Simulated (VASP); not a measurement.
Set up this calculation in VASP 6.6.1, as the native input.

```
Task                   : single point
Functional             : PBE
Potentials or basis    : VASP PAW PBE potentials, release 64 (Zr_sv)
Cutoff                 : 500 eV
k mesh                 : 14 × 14 × 14
Occupations            : fermi-dirac, width 0.1 eV
Spin                   : no spin polarisation
Dipole correction      : no
Further INCAR settings : ALGO = Normal; EDIFF = 1e-06; NBANDS = 19
```

The structure of Zr lies in POSCAR:

```
Zr
1.0
   -2.4577587965      2.4577587965      1.3676797995
    2.4577587965     -2.4577587965      1.3676797995
    2.4577587965      2.4577587965     -1.3676797995
Zr
2
Direct
   -0.3750000000     -0.1250000000     -0.2500000000
    0.3750000000      0.1250000000      0.2500000000
```

This cell differs from its parent crystal: volume scaled by 0.7.

The input as run:

INCAR

```
SYSTEM = Zr
PREC = Accurate
ENCUT = 500
EDIFF = 1E-6
ISMEAR = -1
SIGMA = 0.1
LREAL = .FALSE.
LASPH = .TRUE.
NELM = 120
ALGO = Normal
ISIF = 2
LWAVE = .FALSE.
LCHARG = .FALSE.
GGA = PE
NBANDS = 19
GGA_COMPAT = .FALSE.
```

KPOINTS

```
regular mesh
0
G
  14 14 14
  0 0 0
```

Potentials or basis: VASP PAW PBE potentials, release 64 (Zr_sv).

The run is started by

```console
$ cat potpaw_PBE.64/Zr_sv/POTCAR > POTCAR
$ mpirun -np 1 vasp_std > vasp.out
```

Results of the run:

| Quantity | Value |
| --- | --- |
| Pressure | 53.7 GPa |
| Band gap on the k mesh | zero (band 12 reaches 13.48 eV, above the bottom of band 13 at 11.58 eV) |

Run time: 90 s on 1 thread of Intel Xeon 6975P-C (shared host), peak memory 0.24 GiB.
